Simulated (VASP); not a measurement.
Ru, 2 atoms in the cell. It takes space group P6_3/mmc (No. 194, hexagonal). Conventional cell: a = 2.675 Å, b = 2.675 Å, c = 4.224 Å, α = 90.00°, β = 90.00°, γ = 120.00°. Ru (site symmetry -6m2) has 12 Ru at 2.62 to 2.68 Å within 3.5 Å. 

| Quantity | Value |
| --- | --- |
| Program | VASP 6.6.1 |
| Task | single point |
| Functional | LDA |
| Potentials or basis | VASP PAW LDA potentials, release 64 (Ru_pv) |
| Cutoff | 520 eV |
| k mesh | 18 × 18 × 12 |
| Occupations | gaussian, width 0.2 eV |
| Spin | no spin polarisation |
| Dipole correction | no |
| Further INCAR settings | ALGO = Fast; EDIFF = 1e-07; NBANDS = 21 |

Potentials or basis: VASP PAW LDA potentials, release 64 (Ru_pv).

Command:

```console
$ cat potpaw_LDA.64/Ru_pv/POTCAR > POTCAR
$ mpirun -np 1 vasp_std > vasp.out
```

Hardware: 1 thread of Intel Xeon 8259CL, on a shared host.

Q: How long does it take, and how much memory?

A: Wall time 2.7 min on 1 thread of Intel Xeon 8259CL, on a shared host, peak memory 0.21 GiB. Counts: scf iterations 14, k points 259.
